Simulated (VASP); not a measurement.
# Zn (C2/m) in VASP: further runs, part 2 of 2

VASP 6.6.1. The steps go on from the part before.

## 3. Single point, LDA (shortest bond scaled by 0.64)

File INCAR:

```
SYSTEM = Zn
PREC     = Accurate       ! precision mode
ENCUT    = 520            ! plane-wave cutoff, eV
EDIFF    = 1E-6           ! SCF threshold, eV
ISMEAR   = -1             ! smearing method
SIGMA    = 0.05           ! smearing width, eV
LREAL    = .FALSE.        ! projectors in reciprocal space
LASPH    = .TRUE.         ! aspherical terms in the spheres
NELM     = 60             ! most SCF steps
ALGO     = Normal         ! electronic algorithm
ISIF     = 2              ! what is computed and relaxed
LWAVE    = .FALSE.        ! write WAVECAR
LCHARG   = .FALSE.        ! write CHGCAR
NBANDS   = 19             ! bands
```

File KPOINTS:

```
Automatic mesh
0
G
  12 12 7
  0 0 0
```

File POSCAR:

```
Zn
1.0
    2.7850770257      0.0000000000      0.0000000000
   -1.3925385129      2.4119474558      0.0000000000
    0.0000000000      0.0000000000      4.5118247817
Zn
2
Direct
    0.2133333333      0.6066666667      0.1600000000
    0.7866666667      0.3933333333      0.8400000000
```

Potentials or basis: VASP PAW LDA potentials, release 64 (Zn).

Command:

```sh
$ cat potpaw_LDA.64/Zn/POTCAR > POTCAR
$ mpirun -np 1 vasp_std > vasp.out
```

OUTCAR:

```text
SYSTEM = Zn
   PREC = Accurate
   ENCUT = 520
   EDIFF = 1E-6
   ISMEAR = -1
   LREAL = .FALSE.
   LASPH = .TRUE.
   NELM = 60
   ISIF = 2

 ion  position               nearest neighbor table
   1  0.213  0.607  0.160-   2 1.77   2 2.44   2 2.44
   2  0.787  0.393  0.840-   1 1.77   1 2.44   1 2.44

  LATTYP: Found a hexagonal cell.
 ALAT       =     2.7850770257
 C/A-ratio  =     1.6200000000

  Lattice vectors:

 A1 = (   2.7850770257,   0.0000000000,   0.0000000000)
 A2 = (  -1.3925385129,   2.4119474558,   0.0000000000)
 A3 = (   0.0000000000,   0.0000000000,   4.5118247817)

Analysis of symmetry for initial positions (statically):
=====================================================================
 Subroutine PRICEL returns:
 Original cell was already a primitive cell.

 Routine SETGRP: Setting up the symmetry group for a
 hexagonal supercell.

 Subroutine GETGRP returns: Found  4 space group operations
 (whereof  4 operations were pure point group operations)
 out of a pool of 24 trial point group operations.

The static configuration has the point symmetry C_2h.

Analysis of symmetry for dynamics (positions and initial velocities):
=====================================================================
 Subroutine PRICEL returns:
 Original cell was already a primitive cell.

 Routine SETGRP: Setting up the symmetry group for a
 hexagonal supercell.

 Subroutine GETGRP returns: Found  4 space group operations
 (whereof  4 operations were pure point group operations)
 out of a pool of 24 trial point group operations.

The dynamic configuration has the point symmetry C_2h.

 Subroutine INISYM returns: Found  4 space group operations
 (whereof  4 operations are pure point group operations),
 and found     1 'primitive' translations

----------------------------------------------------------------------------------------

                                     Primitive cell

[... 106 lines left out ...]
   EFERMI_NEDOS =   21; number of points for ismear=-14 and -15
   IALGO  =     38    algorithm
   IMIX   =      4    mixing-type and parameters
     AMIX     =   0.40;   BMIX     =  1.00
     AMIX_MAG =   1.60;   BMIX_MAG =  1.00
  volume/ion in A,a.u.               =      15.15       102.26
  Fermi-wavevector in a.u.,A,eV,Ry     =   1.514582  2.862145 31.211206  2.293959
  Thomas-Fermi vector in A             =   2.624220
   LORBIT       =      0    0 simple, 1 ext, 2 COOP (PROOUT), +10 PAW based schemes
   GGA     = CA    functional components
   LHFCALC =     F    Hartree Fock is set to
   AEXX    =    0.0000 exact exchange contribution
   IVDW    =     0    specifies the selected vdW correction
   LEPSILON=     F    determine dielectric tensor
   LRPA    =     F    only Hartree local field effects (RPA)
 non-spin polarized calculation
  energy-cutoff  :      520.00
  volume of cell :       30.31
 maximum number of plane-waves:       834
 NGX is ok and might be reduce to    24
   NGX = 11   NGY = 11   NGZ = 17

 number of electron      23.9999979 magnetization

 Free energy of the ion-electron system (eV)
  ---------------------------------------------------
  ext. energy  EPLUGINS =         0.00000000
  ---------------------------------------------------
  free energy    TOTEN  =        -0.21842918 eV

  energy without entropy =       -0.21485150  energy(sigma->0) =       -0.21664034

 E-fermi :   2.9650     XC(G=0): -11.6410

 val. band max:        2.9575623817   @ k =  -0.0833   0.4167   0.1429
 cond. band min:       3.0164255743   @ k =   0.3333   0.0833   0.0000
 fundamental gap:      0.0588631926
 Fermi energy:         2.9650041136

 k-point     1 :       0.0000    0.0000    0.0000
  band No.  band energies     occupation
      1      -8.4103      2.00000
      2      -7.2442      2.00000
      3      -7.2425      2.00000
      4      -6.5476      2.00000
      5      -5.9512      2.00000
      6      -5.4654      2.00000
[... 505 lines left out ...]
      6      -5.1831      2.00000
[... 11 lines left out ...]
     18      15.3403      0.00000
     19      18.9079      0.00000

 [... further k-points ...]

------------------------ aborting loop because EDIFF is reached ----------------------------------------

  FORCE on cell =-STRESS in cart. coord.  units (eV):
  Direction    XX          YY          ZZ          XY          YZ          ZX
  --------------------------------------------------------------------------------------
  -------------------------------------------------------------------------------------
  Total        6.2508896      2.7134261     15.4709554      3.0635332      5.2846566      9.1532937
  in kB      330.4419146    143.4403399    817.8439385    161.9481143    279.3637646    483.8722318
  external PRESSURE =     430.5753976 kB  Pullay stress =       0.0000000 kB

 VOLUME and BASIS-vectors are now :
 -----------------------------------------------------------------------------
  energy-cutoff  :      520.00
  volume of cell :       30.31
      direct lattice vectors                 reciprocal lattice vectors
     2.785077026  0.000000000  0.000000000     0.359056497  0.207301365  0.000000000
    -1.392538513  2.411947456  0.000000000     0.000000000  0.414602730  0.000000000
     0.000000000  0.000000000  4.511824782     0.000000000  0.000000000  0.221639813

 POSITION                                       TOTAL-FORCE (eV/Angst)
 -----------------------------------------------------------------------------------
     -0.25066      1.46325      0.72189         6.366055      3.675444     12.093532
      1.64320      0.94870      3.78993        -6.366055     -3.675444    -12.093532
 -----------------------------------------------------------------------------------
    total drift:                                0.000000      0.000000     -0.000000

  FREE ENERGIE OF THE ION-ELECTRON SYSTEM (eV)
  ---------------------------------------------------
  free  energy   TOTEN  =        -0.2184291826 eV

  energy  without entropy=       -0.2148515047  energy(sigma->0) =       -0.21664034
```

It took 1.7 min on 1 thread of Intel Xeon 6975P-C, shared host; peak memory 0.24 GiB.

Results:

```yaml
Free_energy: -0.2184 eV
Pressure: 43.1 GPa
Largest_force: 14.152 eV/Å
Band_gap_on_the_k_mesh: zero (band 12 reaches 4.40 eV, above the bottom of band 13 at 1.33 eV)
```

Forces on the atoms (eV/Å):
```
Zn    6.366   3.675  12.094
Zn   -6.366  -3.675 -12.094
```

Stress tensor (GPa, compression positive):
```
33.04 16.19 48.39
16.19 14.34 27.94
48.39 27.94 81.78
```

Caveat: the cell differs from its parent crystal (shortest bond scaled by 0.64); forces of over 1 eV/Å act on the atoms, so gaps and moduli don't describe the material at rest.

## 4. Single point, LDA (shortest bond scaled by 0.64, source ansatz)

File INCAR:

```
SYSTEM = Zn
PREC = Accurate
ENCUT = 520
EDIFF = 1E-7
ISMEAR = -1
SIGMA = 0.05
LREAL = .False.
LASPH = .True.
NELM = 80
ALGO = Normal
ISIF = 2
LWAVE = .False.
LCHARG = .True.
GGA = CA
LELF = .True.
LVHAR = .True.
NBANDS = 19
```

File KPOINTS:

```
regular mesh
0
Gamma
  12 12 7
  0 0 0
```

POSCAR is that of step 3.

Command:

```sh
$ cat potpaw_LDA.64/Zn/POTCAR > POTCAR
$ mpirun -np 1 vasp_std > vasp.out
```

It took 2 min on 1 thread of Intel Xeon 6975P-C, shared host; peak memory 0.24 GiB.

It converged, with:

```yaml
Free_energy: -0.2184 eV
Pressure: 42.8 GPa
Largest_force: 14.153 eV/Å
Band_gap_on_the_k_mesh: zero (band 12 reaches 4.40 eV, above the bottom of band 13 at 1.33 eV)
```

Forces on the atoms (eV/Å):
```
Zn    6.366   3.676  12.095
Zn   -6.366  -3.676 -12.095
```

Stress tensor (GPa, compression positive):
```
32.76 16.19 48.39
16.19 14.06 27.94
48.39 27.94 81.53
```

Levels at points of the mesh, in eV from the Fermi level:
```
           k point  band 8  band 9  band 10  band 11  band 12  band 13  band 14  band 15  band 16  band 17
(0.00, 0.00, 0.00)   -7.67   -7.57    -7.39    -7.08    -1.81    -1.64    13.98    14.56    15.49    16.14
(0.50, 0.00, 0.00)   -7.79   -7.73    -7.35    -3.80    -3.51     3.32     3.72     6.61     7.27     7.35
(0.00, 0.50, 0.00)   -7.61   -7.50    -7.11    -3.95    -3.22     3.26     4.34     5.25     7.59     8.47
```

Caveat: the cell differs from its parent crystal (shortest bond scaled by 0.64, source ansatz); forces of over 1 eV/Å act on the atoms, so gaps and moduli don't describe the material at rest.
